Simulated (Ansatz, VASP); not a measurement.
## One calculation of AlAs, two programs

```
Al As
1.0
     0.00000    2.83040    2.83040
     2.83040    0.00000    2.83040
     2.83040    2.83040    0.00000
Al As
1 1
Direct
  0.00000 0.00000 0.00000
  0.75000 0.75000 0.75000
```

Alike in both runs: task single point; functional PBE; k mesh 10 × 10 × 10; occupations gaussian, width 0.05 eV; no spin polarisation.

|  | VASP | Ansatz |
| --- | --- | --- |
| version | VASP 6.6.1 | Ansatz 0.2.0 |
| potentials or method | VASP PAW PBE potentials, release 64 (Al, As), cutoff 500 eV | scalar-relativistic, plane waves, PAW |
| valence electrons in the cell | 8 | 18 |

VASP gave:

```
gap on the k mesh at the Fermi level (eV) : 1.44
least direct gap on the mesh (eV)         : 2.06
pressure (GPa)                            : 2.8
```

Problem. Which values does Ansatz return?

Solution. gap on the k mesh at the Fermi level (eV): 1.45; least direct gap on the mesh (eV): 2.05; pressure (GPa): 2.6.

With one functional, cell and mesh, what is left measures potentials, basis and numerics. VASP's potentials hold 8 valence electrons a cell and Ansatz's 18, so a difference there can come from the potentials and not from the codes.
